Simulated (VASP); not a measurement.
Wanted: the native input for a VASP 6.6.1 run.

| Quantity | Value |
| --- | --- |
| Task | single point |
| Functional | PBE |
| Potentials or basis | VASP PAW PBE potentials, release 64 (Pd, Al) |
| Cutoff | 500 eV |
| k mesh | 7 × 7 × 7 |
| Occupations | fermi-dirac, width 0.05 eV |
| Spin | no spin polarisation |
| Dipole correction | no |
| Further INCAR settings | ALGO = Normal; EDIFF = 1e-06; NBANDS = 18 |

The structure of Al3Pd lies in POSCAR:

```
Al3Pd
1.0
    3.9204198730      0.0000000000      0.0000000000
    0.0000000000      3.9204198730      0.0000000000
    0.0000000000      0.0000000000      3.9204198730
Pd Al
1 3
Direct
    0.0000000000      0.0000000000      0.0000000000
    0.5000000000      0.5000000000      0.0000000000
    0.5000000000      0.0000000000      0.5000000000
    0.0000000000      0.5000000000      0.5000000000
```

The input as run:

INCAR

```
SYSTEM = Al3Pd
PREC = Accurate ; ENCUT = 500
EDIFF = 1E-6 ; ISMEAR = -1
SIGMA = 0.05 ; LREAL = .False.
LASPH = .True. ; NELM = 120
ALGO = Normal ; ISIF = 2
LWAVE = .False. ; LCHARG = .False.
GGA = PE ; NBANDS = 18
GGA_COMPAT = .False.
```

KPOINTS

```
Automatic mesh
0
Gamma
  7 7 7
  0 0 0
```

Potentials or basis: VASP PAW PBE potentials, release 64 (Pd, Al).

The run is started by

```console
$ cat potpaw_PBE.64/Pd/POTCAR potpaw_PBE.64/Al/POTCAR > POTCAR
$ mpirun -np 1 vasp_std > vasp.out
```

Results of the run:

```yaml
Pressure: 3.8 GPa
Band_gap_on_the_k_mesh: zero (an odd number of electrons rules out a gap without spin polarisation)
```

Caveat: the cell stands under pressure.

Wall time 29 s on 1 thread of Intel Xeon 8259CL (shared host), peak memory 0.17 GiB.
